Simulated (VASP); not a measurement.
Here is a VASP 6.6.1 calculation.

POSCAR

```
SnO
1.0
    3.8136952200      0.0000000000      0.0000000000
    0.0000000000      3.8136952200      0.0000000000
    0.0000000000      0.0000000000      4.8869133000
Sn O
2 2
Direct
    0.5000000000      0.0000000000      0.7646261400
    0.0000000000      0.5000000000      0.2353738600
    0.0000000000      0.0000000000      0.0000000000
    0.5000000000      0.5000000000      0.0000000000
```

File INCAR.step1:

```
SYSTEM = SnO
PREC = Accurate
ENCUT = 520
ISMEAR = -1
SIGMA = 0.05
LREAL = .False.
LASPH = .True.
NELM = 80
NBANDS = 28
GGA = PE
ALGO = Normal
EDIFF = 1E-4
LWAVE = .True.
LCHARG = .False.
```

File INCAR.step2:

```
SYSTEM = SnO
PREC = Accurate
ENCUT = 520
EDIFF = 1E-7
ISMEAR = -1
SIGMA = 0.05
LREAL = .False.
LASPH = .True.
NELM = 80
ALGO = Normal
ISIF = 2
LWAVE = .False.
LCHARG = .True.
METAGGA = R2SCAN
LMIXTAU = .True.
LELF = .True.
LVHAR = .True.
NBANDS = 28
ISTART = 1
```

The input KPOINTS:

```
regular mesh
0
Gamma
  7 7 6
  0 0 0
```

Potentials or basis: VASP PAW PBE potentials, release 64 (Sn_d, O).

Command:

```sh
$ cat potpaw_PBE.64/Sn_d/POTCAR potpaw_PBE.64/O/POTCAR > POTCAR
$ cp INCAR.step1 INCAR
$ mpirun -np 1 vasp_std > vasp.out
$ cp INCAR.step2 INCAR
$ mpirun -np 1 vasp_std > vasp.out
```

Question: Estimate the largest force.

Answer: 0.016 eV/Å.

Question: Predict the band gap on the k mesh.

Answer: 0.51 eV, indirect (least direct gap 2.37 eV).

Question: Estimate the pressure.

Answer: 0.1 GPa.

Forces on the atoms (eV/Å):
```
Sn   0.000  0.000 -0.016
Sn   0.000  0.000  0.016
O    0.000  0.000  0.000
O    0.000  0.000  0.000
```

Caveat: the PAW data sets were made with another functional, which shifts forces and pressure a little; spin-orbit coupling is left out, which moves the levels of the heavy elements. r2SCAN opens gaps a little over a GGA but as a rule still falls short of measured ones.
